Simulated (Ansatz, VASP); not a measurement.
## Two plane-wave programs on In

Contents of INCAR:

```
SYSTEM = In
  PREC = Accurate
  ENCUT = 520
  EDIFF = 1E-7
  ISMEAR = -1
  SIGMA = 0.05
  LREAL = .False.
  LASPH = .True.
  NELM = 80
  ALGO = Fast
  ISIF = 2
  LWAVE = .False.
  LCHARG = .False.
  GGA = PS
  NBANDS = 26
```

Contents of KPOINTS:

```
Automatic mesh
0
Gamma
  9 9 9
  0 0 0
```

The input POSCAR:

```
In
1.0
    1.6916082417      0.9766504737      8.3154685732
   -1.6916082417      0.9766504737      8.3154685732
    0.0000000000     -1.9533009474      8.3154685732
In
3
Direct
    0.2219877600      0.2219877600      0.2219877600
    0.7780122400      0.7780122400      0.7780122400
    0.0000000000      0.0000000000      0.0000000000
```

Contents of input.yaml:

```yaml
crystal:
  lattice:
    - [1.6916082417, 0.9766504737, 8.3154685732]
    - [-1.6916082417, 0.9766504737, 8.3154685732]
    - [0.0, -1.9533009474, 8.3154685732]
  atoms:
    - { symbol: In, position: [0.22198776, 0.22198776, 0.22198776] }
    - { symbol: In, position: [0.77801224, 0.77801224, 0.77801224] }
    - { symbol: In, position: [0.0, 0.0, 0.0] }
hamiltonian:
  xc: pbesol
  pseudopotentials: { kind: paw }
kpoints:
  mp_grid: { grid: [9, 9, 9] }
scf:
  occupations: { method: fermi_dirac, width: 0.05 }
output:
  forces: true
  stress: true
  eigenvalues: true
```

Alike in both runs: task single point; functional PBEsol; k mesh 9 × 9 × 9; occupations fermi-dirac, width 0.05 eV; no spin polarisation.

|  | VASP | Ansatz |
| --- | --- | --- |
| version | VASP 6.6.1 | Ansatz 0.2.0 |
| potentials or method | VASP PAW PBE potentials, release 64 (In_d) | Ansatz PAW |
| plane-wave cutoff (eV) | 520 | 420 |
| valence electrons in the cell | 39 | 39 |

|  | VASP | Ansatz | Ansatz less VASP |
| --- | --- | --- | --- |
| gap on the k mesh at the Fermi level (eV) | none | none | - |
| pressure (GPa) | -2.5 | -2.5 | +0.03 |
| traceless stress, the component that is largest in VASP (GPa) | -0.34 | -0.34 | -0.003 |
| rms of the force components (eV/Å) | 0.017 | 0.017 | 0.0000 |

VASP's potentials were made for PBE, not for PBEsol. Atom by atom the forces differ by 0.000 eV/Å (rms over components). A gap of «none» marks a metal or a gap that the smearing closes. With one functional, cell and mesh, what is left measures potentials, basis and numerics.
